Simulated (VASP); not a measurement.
# TiB2 (P6/mmm) in VASP: electric field gradients with PBE

Aim: the electric field gradients of TiB2 with PBE.

Everything below comes from runs of VASP 6.6.1. Logs are shortened: lines on timing, memory, paths and dates and some standing lists are left out, and cuts for length are marked.

## 1. The cell of the first run

The structure is hexagonal, space group P6/mmm (No. 191). The conventional cell has a = 3.029 Å, b = 3.029 Å, c = 3.228 Å, α = 90.00°, β = 90.00°, γ = 120.00°. Within 3.1 Å of Ti (site symmetry 6/mmm) lie 12 B at 2.38 Å and 6 Ti at 3.03 Å. B (site symmetry -6m2) has 3 B at 1.75 Å within 2.3 Å.

## 2. Electric field gradients, PBE

Input file INCAR:

```
ALGO     = Normal         # electronic algorithm
EDIFF    = 1E-8           # SCF threshold, eV
ENCUT    = 520            # plane-wave cutoff, eV
GGA      = PE             # functional
ISIF     = 2              # what is computed and relaxed
ISMEAR   = -1             # smearing method
LASPH    = True           # aspherical terms in the spheres
LCHARG   = False          # write CHGCAR
LEFG     = True         
LREAL    = False          # projectors in reciprocal space
LWAVE    = False          # write WAVECAR
NBANDS   = 16             # bands
NELM     = 80             # most SCF steps
PREC     = Accurate       # precision mode
SIGMA    = 0.03           # smearing width, eV
```

Input file KPOINTS:

```
k-points
0
Gamma
  14 14 11
```

Input file POSCAR:

```
TiB2
1.0
    3.0291982016      0.0000000000      0.0000000000
   -1.5145991008      2.6233625957      0.0000000000
    0.0000000000      0.0000000000      3.2284000000
Ti B
1 2
Direct
    0.0000000000      0.0000000000      0.0000000000
    0.3333333333      0.6666666667      0.5000000000
    0.6666666667      0.3333333333      0.5000000000
```

Potentials or basis: VASP PAW PBE potentials, release 64 (Ti_sv, B).

Command:

```bash
> cat potpaw_PBE.64/Ti_sv/POTCAR potpaw_PBE.64/B/POTCAR > POTCAR
> mpirun -np 1 vasp_std > vasp.out
```

OUTCAR:

```text
EDIFF = 1E-8
   ENCUT = 520
   GGA = PE
   ISIF = 2
   ISMEAR = -1
   LASPH = True
   LREAL = False
   NELM = 80
   PREC = Accurate

 ion  position               nearest neighbor table
   1  0.000  0.000  0.000-   2 2.38   3 2.38   2 2.38   3 2.38   3 2.38   3 2.38   2 2.38   2 2.38
                             3 2.38   3 2.38   2 2.38   2 2.38
   2  0.333  0.667  0.500-   3 1.75   3 1.75   3 1.75   1 2.38   1 2.38   1 2.38   1 2.38   1 2.38
                             1 2.38
   3  0.667  0.333  0.500-   2 1.75   2 1.75   2 1.75   1 2.38   1 2.38   1 2.38   1 2.38   1 2.38
                             1 2.38

  LATTYP: Found a hexagonal cell.
 ALAT       =     3.0291982016
 C/A-ratio  =     1.0657605693

  Lattice vectors:

 A1 = (   3.0291982016,   0.0000000000,   0.0000000000)
 A2 = (  -1.5145991008,   2.6233625957,   0.0000000000)
 A3 = (   0.0000000000,   0.0000000000,   3.2284000000)

Analysis of symmetry for initial positions (statically):
=====================================================================
 Subroutine PRICEL returns:
 Original cell was already a primitive cell.

 Routine SETGRP: Setting up the symmetry group for a
 hexagonal supercell.

 Subroutine GETGRP returns: Found 24 space group operations
 (whereof 24 operations were pure point group operations)
 out of a pool of 24 trial point group operations.

The static configuration has the point symmetry D_6h.

Analysis of symmetry for dynamics (positions and initial velocities):
=====================================================================
 Subroutine PRICEL returns:
 Original cell was already a primitive cell.

 Routine SETGRP: Setting up the symmetry group for a
 hexagonal supercell.

 Subroutine GETGRP returns: Found 24 space group operations
 (whereof 24 operations were pure point group operations)
 out of a pool of 24 trial point group operations.

The dynamic configuration has the point symmetry D_6h.

 Subroutine INISYM returns: Found 24 space group operations
 (whereof 24 operations are pure point group operations),
 and found     1 'primitive' translations

----------------------------------------------------------------------------------------

                                     Primitive cell

  volume of cell :      25.6551

  direct lattice vectors                    reciprocal lattice vectors
     3.029198202  0.000000000  0.000000000     0.330120360  0.190595079  0.000000000
    -1.514599101  2.623362596  0.000000000     0.000000000  0.381190157  0.000000000
     0.000000000  0.000000000  3.228400000     0.000000000  0.000000000  0.309750960

  length of vectors
     3.029198202  3.029198202  3.228400000     0.381190157  0.381190157  0.309750960

  position of ions in fractional coordinates (direct lattice)
     0.000000000  0.000000000  0.000000000
     0.333333333  0.666666667  0.500000000
     0.666666667  0.333333333  0.500000000

  ion indices of the primitive-cell ions
   primitive index   ion index
                 1           1
                 2           2
                 3           3

----------------------------------------------------------------------------------------

 KPOINTS: k-points

Automatic generation of k-mesh.
 Grid dimensions read from file:
 generate k-points for:   14   14   11

 Generating k-lattice:

  Cartesian coordinates                     Fractional coordinates (reciprocal lattice)
     0.023580026  0.013613934  0.000000000     0.071428571  0.000000000  0.000000000
     0.000000000  0.027227868  0.000000000     0.000000000  0.071428571  0.000000000
     0.000000000  0.000000000  0.028159178     0.000000000  0.000000000  0.090909091

  Length of vectors
     0.027227868  0.027227868  0.028159178

  Shift w.r.t. Gamma in fractional coordinates (k-lattice)
     0.000000000  0.000000000  0.000000000

 Subroutine IBZKPT returns following result:
 ===========================================

 Found    144 irreducible k-points:

 Following reciprocal coordinates:
            Coordinates               Weight
  0.000000  0.000000  0.000000      1.000000
  0.071429 -0.000000  0.000000      6.000000
  0.142857 -0.000000  0.000000      6.000000
  0.214286 -0.000000  0.000000      6.000000
  0.285714 -0.000000  0.000000      6.000000
  0.357143 -0.000000  0.000000      6.000000
[... 16 lines left out ...]
  0.285714  0.285714  0.000000      6.000000
  0.357143  0.285714  0.000000      6.000000
 [... further k-points ...]
   k-points           NKPTS =    144   k-points in BZ     NKDIM =    144   number of bands    NBANDS=     16
   number of dos      NEDOS =    301   number of ions     NIONS =      3
   total plane-waves  NPLWV =  13824
   dimension x,y,z NGX =    24 NGY =   24 NGZ =   24
   dimension x,y,z NGXF=    48 NGYF=   48 NGZF=   48
   ions per type =               1   2
   NGX,Y,Z   is equivalent  to a cutoff of  13.17, 13.17, 12.36 a.u.
   NGXF,Y,Z  is equivalent  to a cutoff of  26.34, 26.34, 24.72 a.u.
 SYSTEM =  unknown system
   PREC   = accura    normal or accurate (medium, high low for compatibility)
   ISTART =      0    job   : 0-new  1-cont  2-samecut
   ICHARG =      2    charge: 1-file 2-atom 10-const
   ISPIN  =      1    spin polarized calculation?
   LNONCOLLINEAR =      F non collinear calculations
   LSORBIT =      F    spin-orbit coupling
   LASPH  =      T    aspherical Exc in radial PAW
   ENCUT  =  520.0 eV  38.22 Ry    6.18 a.u.   5.63  5.63  6.00*2*pi/ulx,y,z
   NELM   =     80;   NELMIN=  2; NELMDL= -5     # of ELM steps
   EDIFF  = 0.1E-07   stopping-criterion for ELM
   LREAL  =      F    real-space projection
   EDIFFG = 0.1E-06   stopping-criterion for IOM
   NSW    =      0    number of steps for IOM
   IBRION =     -1    ionic relax: 0-MD 1-quasi-New 2-CG
   NFREE  =      0    steps in history (QN), initial steepest desc. (CG)
   ISIF   =      2    stress and relaxation
   ISYM   =      2    0-nonsym 1-usesym 2-fastsym
   POTIM  = 0.5000    time-step for ionic-motion
   TEBEG  =    0.0;   TEEND  =   0.0 temperature during run
   PSTRESS=    0.0 pullay stress
   NELECT =      18.0000    total number of electrons
   NUPDOWN=      -1.0000    fix difference up-down
   EMIN   =  10.00;   EMAX   =-10.00  energy-range for DOS
   EFERMI =   0.00;   METHOD = LEGACY
   ISMEAR =    -1;   SIGMA  =   0.03  broadening in eV -4-tet -1-fermi 0-gaus
   EFERMI_NEDOS =   21; number of points for ismear=-14 and -15
   IALGO  =     38    algorithm
   IMIX   =      4    mixing-type and parameters
     AMIX     =   0.40;   BMIX     =  1.00
     AMIX_MAG =   1.60;   BMIX_MAG =  1.00
  volume/ion in A,a.u.               =       8.55        57.71
  Fermi-wavevector in a.u.,A,eV,Ry     =   1.454704  2.748991 28.792144  2.116163
  Thomas-Fermi vector in A             =   2.571824
   LORBIT       =      0    0 simple, 1 ext, 2 COOP (PROOUT), +10 PAW based schemes
   GGA     = PE    functional components
   LHFCALC =     F    Hartree Fock is set to
   AEXX    =    0.0000 exact exchange contribution
   IVDW    =     0    specifies the selected vdW correction
   LEPSILON=     F    determine dielectric tensor
   LRPA    =     F    only Hartree local field effects (RPA)
 non-spin polarized calculation
  energy-cutoff  :      520.00
  volume of cell :       25.66
 maximum number of plane-waves:       721
 NGX is ok and might be reduce to    24
   NGX = 11   NGY = 11   NGZ = 13

 number of electron      18.0000002 magnetization

 Free energy of the ion-electron system (eV)
  ---------------------------------------------------
  ext. energy  EPLUGINS =         0.00000000
  ---------------------------------------------------
  free energy    TOTEN  =       -24.42994491 eV

  energy without entropy =      -24.42882805  energy(sigma->0) =      -24.42938648

 E-fermi :  10.0389     XC(G=0): -12.7687

 val. band max:        9.9752612681   @ k =   0.0714   0.0714   0.2727
 cond. band min:      10.0476988718   @ k =   0.4286   0.1429   0.0000
 fundamental gap:      0.0724376037
 Fermi energy:        10.0388895502

 k-point     1 :       0.0000    0.0000    0.0000
  band No.  band energies     occupation
      1     -46.9576      2.00000
      2     -23.3102      2.00000
      3     -22.9941      2.00000
      4     -22.9941      2.00000
      5      -3.5092      2.00000
      6       7.3978      2.00000
[... 8 lines left out ...]
     15      15.7663      0.00000
     16      16.9200      0.00000

 k-point     2 :       0.0714   -0.0000    0.0000
  band No.  band energies     occupation
      1     -46.9549      2.00000
      2     -23.3067      2.00000
      3     -23.0146      2.00000
      4     -22.9987      2.00000
      5      -3.4108      2.00000
      6       7.1119      2.00000
[... 8 lines left out ...]
     15      16.3790      0.00000
     16      17.2305      0.00000

 k-point     3 :       0.1429   -0.0000    0.0000
  band No.  band energies     occupation
      1     -46.9474      2.00000
      2     -23.2971      2.00000
      3     -23.0719      2.00000
      4     -23.0117      2.00000
      5      -3.1200      2.00000
      6       6.3495      2.00000
[... 8 lines left out ...]
     15      17.6838      0.00000
     16      18.1588      0.00000
[... 362 lines left out ...]
 k-point    23 :       0.2857    0.2857    0.0000
  band No.  band energies     occupation
      1     -46.8984      2.00000
      2     -23.3178      2.00000
      3     -23.2350      2.00000
      4     -23.2128      2.00000
      5       0.6306      2.00000
      6       2.2958      2.00000
[... 8 lines left out ...]
     15      19.3267      0.00000
     16      20.5694      0.00000

 k-point    24 :       0.3571    0.2857    0.0000
  band No.  band energies     occupation
      1     -46.8967      2.00000
      2     -23.3040      2.00000
      3     -23.2420      2.00000
      4     -23.2329      2.00000
      5       1.4319      2.00000
      6       1.6714      2.00000
[... 8 lines left out ...]
     15      19.7073      0.00000
     16      20.4626      0.00000

 [... further k-points ...]

------------------------ aborting loop because EDIFF is reached ----------------------------------------

  FORCE on cell =-STRESS in cart. coord.  units (eV):
  Direction    XX          YY          ZZ          XY          YZ          ZX
  --------------------------------------------------------------------------------------
  -------------------------------------------------------------------------------------
  Total        0.1189011      0.1189011     -0.0489789      0.0000000     -0.0000000      0.0000000
  in kB        7.4254528      7.4254528     -3.0587669      0.0000000     -0.0000000      0.0000000
  external PRESSURE =       3.9307129 kB  Pullay stress =       0.0000000 kB

 VOLUME and BASIS-vectors are now :
 -----------------------------------------------------------------------------
  energy-cutoff  :      520.00
  volume of cell :       25.66
      direct lattice vectors                 reciprocal lattice vectors
     3.029198202  0.000000000  0.000000000     0.330120360  0.190595079  0.000000000
    -1.514599101  2.623362596  0.000000000     0.000000000  0.381190157  0.000000000
     0.000000000  0.000000000  3.228400000     0.000000000  0.000000000  0.309750960

 POSITION                                       TOTAL-FORCE (eV/Angst)
 -----------------------------------------------------------------------------------
      0.00000      0.00000      0.00000         0.000000      0.000000      0.000000
     -0.00000      1.74891      1.61420         0.000000     -0.000000      0.000000
      1.51460      0.87445      1.61420        -0.000000      0.000000     -0.000000
 -----------------------------------------------------------------------------------
    total drift:                               -0.000000      0.000000      0.000000

  FREE ENERGIE OF THE ION-ELECTRON SYSTEM (eV)
  ---------------------------------------------------
  free  energy   TOTEN  =       -24.4299449139 eV

  energy  without entropy=      -24.4288280533  energy(sigma->0) =      -24.42938648

 Electric field gradients (V/A^2)
---------------------------------------------------------------------
 ion       V_xx      V_yy      V_zz      V_xy      V_xz      V_yz
---------------------------------------------------------------------
   1      -8.954    -8.955    17.909    -0.001     0.000     0.000
   2      -2.305    -2.305     4.610     0.000     0.000    -0.000
   3      -2.305    -2.305     4.610     0.000     0.000    -0.000
---------------------------------------------------------------------

 Electric field gradients after diagonalization (V/A^2)
 (convention: |V_zz| > |V_xx| > |V_yy|)
----------------------------------------------------------------------
 ion       V_xx      V_yy      V_zz     asymmetry (V_yy - V_xx)/ V_zz
----------------------------------------------------------------------
   1      -8.956    -8.953    17.909       0.000
   2      -2.305    -2.305     4.610       0.000
   3      -2.305    -2.305     4.610       0.000
----------------------------------------------------------------------

           NMR quadrupolar parameters

 Cq : quadrupolar parameter    Cq=e*Q*V_zz/h
 eta: asymmetry parameters     (V_yy - V_xx)/ V_zz
 Q  : nuclear electric quadrupole moment in mb (millibarn)
----------------------------------------------------------------------
 ion       Cq(MHz)       eta       Q (mb)
----------------------------------------------------------------------
   1       0.043       0.000       1.000
   2       0.011       0.000       1.000
   3       0.011       0.000       1.000
----------------------------------------------------------------------
```

Wall time 23 s (1 thread of Intel Xeon 6975P-C (Granite Rapids), shared host); peak memory 0.17 GiB.

Results:

| Property | Result |
| --- | --- |
| Free energy | -24.4299 eV |
| Pressure | 0.4 GPa |
| Band gap on the k mesh | zero (band 9 reaches 10.48 eV, above the bottom of band 10 at 9.85 eV) |

Stress tensor (GPa, compression positive):
```
 0.74  0.00  0.00
 0.00  0.74  0.00
 0.00  0.00 -0.31
```

Levels at points of the mesh, in eV from the Fermi level:
| k point | band 5 | band 6 | band 7 | band 8 | band 9 | band 10 | band 11 | band 12 | band 13 | band 14 |
| --- | --- | --- | --- | --- | --- | --- | --- | --- | --- | --- |
| (0.00, 0.00, 0.00) | -13.55 | -2.64 | -2.64 | -2.37 | -2.15 | 1.85 | 1.85 | 3.61 | 3.61 | 5.73 |
| (0.50, 0.00, 0.00) | -9.41 | -9.28 | -3.31 | -3.26 | -2.30 | 1.30 | 2.70 | 3.17 | 3.32 | 7.41 |

Electric field gradients, principal values (V/Å²):
```tsv
atom	least	middle	greatest (by size)
1 Ti	-8.953	-8.956	17.909
2 B	-2.305	-2.305	4.610
3 B	-2.305	-2.305	4.610
```

Caveat: without QUAD_EFG the Cq values of the log hold for a quadrupole moment of 1 mb, not for the nuclei.
